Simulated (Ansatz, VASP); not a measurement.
This is a calculation of ZnS for Ansatz 0.2.0.

File input.yaml:

```yaml
crystal:
  lattice:
    - [0.0, 2.702, 2.702]
    - [2.702, 0.0, 2.702]
    - [2.702, 2.702, 0.0]
  atoms:
    - { symbol: Zn, position: [0.75, 0.75, 0.75] }
    - { symbol: S, position: [0.0, 0.0, 0.0] }
kpoints:
  mp_grid: { grid: [9, 9, 9] }
scf:
  occupations: { method: fermi_dirac, width: 0.05 }
hamiltonian:
  xc: blyp
  dispersion: d3bj
  pseudopotentials: { kind: all_electron, lapw: { basis_error: 0.001 } }
output:
  forces: true
  stress: true
relax:
  f_tol: 0.005
  max_steps: 60
  cell: {}
```

Potentials or basis: all-electron LAPW, scalar-relativistic.

Run with:

```sh
$ ansatz run input.yaml --threads 1 --pin off --max-ram 3072MiB --backend cpu --events-out ev --progress --plain --runs-dir out
```

Task: Translate it to VASP 6.6.1. Potentials there: VASP PAW PBE potentials, release 64 (Zn, S).

Result: As run (the cutoff follows the program's own potentials):

INCAR

```
SYSTEM = ZnS
PREC = Accurate ; ENCUT = 600
EDIFF = 1E-7 ; ISMEAR = -1
SIGMA = 0.05 ; LREAL = .False.
LASPH = .True. ; NELM = 60
ALGO = Normal ; ISIF = 3
LWAVE = .False. ; LCHARG = .False.
GGA = B5 ; ALDAX = 1.0
AGGAX = 1.0 ; AGGAC = 1.0
ALDAC = 0.0 ; IVDW = 12
VDW_S6 = 1.0 ; VDW_S8 = 2.6996
VDW_A1 = 0.4298 ; VDW_A2 = 4.2359
IBRION = 2 ; NSW = 80
EDIFFG = -0.005
```

The input KPOINTS:

```
Automatic mesh
0
Gamma
  9 9 9
  0 0 0
```

File POSCAR:

```
ZnS
1.0
    0.0000000000      2.7020000000      2.7020000000
    2.7020000000      0.0000000000      2.7020000000
    2.7020000000      2.7020000000      0.0000000000
Zn S
1 1
Direct
    0.7500000000      0.7500000000      0.7500000000
    0.0000000000      0.0000000000      0.0000000000
```

Potentials or basis: VASP PAW PBE potentials, release 64 (Zn, S).

Command:

```bash
$ cat potpaw_PBE.64/Zn/POTCAR potpaw_PBE.64/S/POTCAR > POTCAR
$ mpirun -np 1 vasp_std > vasp.out
```

Both were run:

|  | VASP | Ansatz | Ansatz less VASP |
| --- | --- | --- | --- |
| relaxed volume (Å³/atom) | 19.55 | 19.52 | -0.026 |
| relaxed length of the cell vector where the two differ most in proportion (Å) | 3.810 | 3.808 | -0.0017 |

VASP's potentials were made for PBE, not for BLYP. Ansatz ran all-electron here, and VASP with PAW potentials.
